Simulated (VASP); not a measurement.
# MgO (Periclase): single point with r2SCAN

Slab: MgO (Periclase), a slab with vacuum.

```
Mg O
1.0
     2.98187    0.00000    0.00000
     1.49093    2.58237    0.00000
     0.00000    0.00000   16.65203
Mg O
2 2
Cartesian
  0.0000 0.0000 6.5000
  1.4909 0.8608 8.9347
  2.9819 1.7216 7.7173
  4.4728 2.5824 10.1520
```

```
Program             : VASP 6.6.1
Task                : single point
Functional          : r2SCAN
Potentials or basis : VASP PAW PBE potentials, release 64 (Mg, O)
Cutoff              : 580 eV
k mesh              : 6 × 6 × 1
Occupations         : methfessel-paxton, width 0.15 eV
Spin                : no spin polarisation
```

* Largest force: 3.110 eV/Å
* Band gap on the k mesh: zero (band 8 reaches -3.36 eV, above the bottom of band 9 at -3.84 eV)

Forces in eV/Å, atoms in the order of the input:
```
Mg   0.000  0.000  0.959
Mg   0.000  0.000  3.110
O    0.000  0.000 -2.130
O    0.000  0.000 -1.939
```

Levels at points of the mesh, in eV from the Fermi level:
| k point | band 5 | band 6 | band 7 | band 8 | band 9 | band 10 | band 11 | band 12 |
| --- | --- | --- | --- | --- | --- | --- | --- | --- |
| (0.00, 0.00, 0.00) | -3.22 | -2.38 | -0.63 | 0.44 | 0.44 | 3.59 | 5.35 | 7.23 |
| (0.50, 0.00, 0.00) | -3.90 | -2.12 | -0.45 | -0.09 | 1.98 | 3.27 | 7.49 | 9.35 |

Wall time 2.4 min on 1 thread of Intel Xeon 8259CL (shared host), peak memory 0.3 GiB.

Caveat: the k points lie up to 0.41 Å⁻¹ apart; the PAW data sets were made with another functional, which shifts forces and pressure a little.
